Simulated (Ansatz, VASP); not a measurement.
**MnS in VASP and in Ansatz**

File POSCAR:

```
MnS
1.0
    3.0990400000      0.0000000000      0.0000000000
    0.0000000000      3.0990400000      0.0000000000
    0.0000000000      0.0000000000      3.0990400000
Mn S
1 1
Direct
    0.5000000000      0.5000000000      0.5000000000
    0.0000000000      0.0000000000      0.0000000000
```

INCAR.step1

```
PREC     = Accurate       # precision mode
ENCUT    = 520            # plane-wave cutoff, eV
ISMEAR   = -1             # smearing method
SIGMA    = 0.15           # smearing width, eV
LREAL    = False          # projectors in reciprocal space
LASPH    = True           # aspherical terms in the spheres
NELM     = 150            # most SCF steps
ISPIN    = 2              # spin polarisation
MAGMOM   = 2.8 0          # initial moments
LMAXMIX  = 4              # l up to which the mixer works
LDAU     = True           # DFT+U
LDAUTYPE = 2            
LDAUL    = 2 -1           # shell
LDAUU    = 4 0            # U, eV
LDAUJ    = 0 0          
NBANDS   = 20             # bands
GGA      = PE             # functional
ALGO     = Normal         # electronic algorithm
EDIFF    = 1E-4           # SCF threshold, eV
LWAVE    = True           # write WAVECAR
LCHARG   = False          # write CHGCAR
```

The input INCAR.step2:

```
PREC     = Accurate       # precision mode
ENCUT    = 520            # plane-wave cutoff, eV
EDIFF    = 1E-7           # SCF threshold, eV
ISMEAR   = -1             # smearing method
SIGMA    = 0.15           # smearing width, eV
LREAL    = False          # projectors in reciprocal space
LASPH    = True           # aspherical terms in the spheres
NELM     = 150            # most SCF steps
ALGO     = Normal         # electronic algorithm
ISIF     = 2              # what is computed and relaxed
LWAVE    = False          # write WAVECAR
LCHARG   = True           # write CHGCAR
ISPIN    = 2              # spin polarisation
MAGMOM   = 2.8 0          # initial moments
LORBIT   = 11             # projections on sites
LMAXMIX  = 4              # l up to which the mixer works
LDAU     = True           # DFT+U
LDAUTYPE = 2            
LDAUL    = 2 -1           # shell
LDAUU    = 4 0            # U, eV
LDAUJ    = 0 0          
LDAUPRINT= 1            
METAGGA  = R2SCAN         # meta-GGA
LMIXTAU  = True         
LELF     = True           # ELF
LVHAR    = True         
NBANDS   = 20             # bands
ISTART   = 1
```

KPOINTS

```
Automatic mesh
0
Gamma
  7 7 7
```

Input for Ansatz:

```yaml
crystal:
  lattice:
    - [3.09904, 0.0, 0.0]
    - [0.0, 3.09904, 0.0]
    - [0.0, 0.0, 3.09904]
  atoms:
    - { symbol: Mn, position: [0.5, 0.5, 0.5] }
    - { symbol: S, position: [0.0, 0.0, 0.0] }
kpoints:
  mp_grid:
    grid: [7, 7, 7]
hamiltonian:
  xc: r2scan
  hubbard:
    - { species: Mn, l: d, u_eff: 4.0 }
magnetization:
  spin_polarized: true
  per_species:
    Mn: 2.8
scf:
  occupations:
    method: fermi_dirac
    width: 0.15
output:
  eigenvalues: true
```

Alike in both runs: task single point; functional r2SCAN; k mesh 7 × 7 × 7; occupations fermi-dirac, width 0.15 eV; collinear spin; Hubbard terms Mn d U = 4.0 eV.

|  | VASP | Ansatz |
| --- | --- | --- |
| version | VASP 6.6.1 | Ansatz 0.2.0 |
| potentials or method | VASP PAW PBE potentials, release 64 (Mn_pv, S) | plane waves, PAW |
| plane-wave cutoff (eV) | 520 | 500 |
| valence electrons in the cell | 19 | 21 |

```csv
,VASP,Ansatz,Ansatz less VASP
gap on the k mesh at the Fermi level (eV),none,none,-
net moment per atom (μB),2.45,2.45,+0.008
size of the moment on the site where the two differ most (μB),4.57,4.53,-0.035
```

VASP's potentials were made for PBE, not for r2SCAN. Site moments also hang on the region over which each program counts them. The programs project onto different local orbitals, so the same U acts differently, and such runs can settle in different states. A gap of «none» marks a metal or a gap that the smearing closes. VASP's potentials hold 19 valence electrons a cell and Ansatz's 21, so a difference there can come from the potentials and not from the codes. Ansatz's warnings: filled band counts differ across k points, stability check not made.
